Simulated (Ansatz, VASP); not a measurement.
## SrO: VASP beside Ansatz

The input POSCAR:

```
SrO
1.0
    3.1028650695      0.0000000000      0.0000000000
    0.0000000000      3.1028650695      0.0000000000
    0.0000000000      0.0000000000      3.2620420476
Sr O
1 1
Direct
    0.0000000000      0.0000000000      0.0000000000
    0.5000000000      0.5000000000      0.5000000000
```

Contents of INCAR.step1:

```
  PREC = Accurate
  ENCUT = 520
  ISMEAR = 0
  SIGMA = 0.01
  LREAL = False
  LASPH = True
  NELM = 100
  NBANDS = 15
  GGA = PE
  ALGO = Normal
  EDIFF = 1E-4
  LWAVE = True
  LCHARG = False
```

INCAR.step2

```
  PREC = Accurate
  ENCUT = 520
  EDIFF = 1E-6
  ISMEAR = 0
  SIGMA = 0.01
  LREAL = False
  LASPH = True
  NELM = 100
  ALGO = Normal
  ISIF = 2
  LWAVE = False
  LCHARG = False
  METAGGA = R2SCAN
  LMIXTAU = True
  NBANDS = 15
  ISTART = 1
```

The input KPOINTS:

```
Automatic mesh
0
Gamma
  8 8 8
```

Input for Ansatz:

```yaml
crystal:
  lattice:
    - [3.1028650695, 0.0, 0.0]
    - [0.0, 3.1028650695, 0.0]
    - [0.0, 0.0, 3.2620420476]
  atoms:
    - { symbol: Sr, position: [0.0, 0.0, 0.0] }
    - { symbol: O, position: [0.5, 0.5, 0.5] }
kpoints:
  mp_grid: { grid: [8, 8, 8] }
  band_path:
    path: [[0.0, 0.0, 0.0], [0.0, 0.5, 0.0], [0.5, 0.5, 0.0], [0.5, 0.5, 0.5]]
    npoints: 1
hamiltonian:
  xc: r2scan
scf:
  occupations: { method: fixed }
  n_extra_bands: 4
output:
  forces: true
  stress: true
  eigenvalues: true
  write_density: true
  write_potential: true
  elf: true
  volumetric_format: npy
```

Change from the starting cell: uniaxial_z strain +5.1%.

Alike in both runs: task single point; functional r2SCAN; k mesh 8 × 8 × 8; no spin polarisation.

```csv
,VASP,Ansatz
version,VASP 6.6.1,Ansatz 0.2.0
potentials or method,"VASP PAW PBE potentials, release 64 (Sr_sv, O)","plane waves, PAW"
plane-wave cutoff (eV),520,500
occupations,"gaussian, width 0.01 eV",fixed
valence electrons in the cell,16,16
```

```csv
,VASP,Ansatz,Ansatz less VASP
gap on the k mesh at the Fermi level (eV),3.07,3.12,+0.053
pressure (GPa),-3.9,-4.5,-0.61
"traceless stress, the component that is largest in VASP (GPa)",-9.92,-9.88,+0.034
```

VASP's potentials were made for PBE, not for r2SCAN.
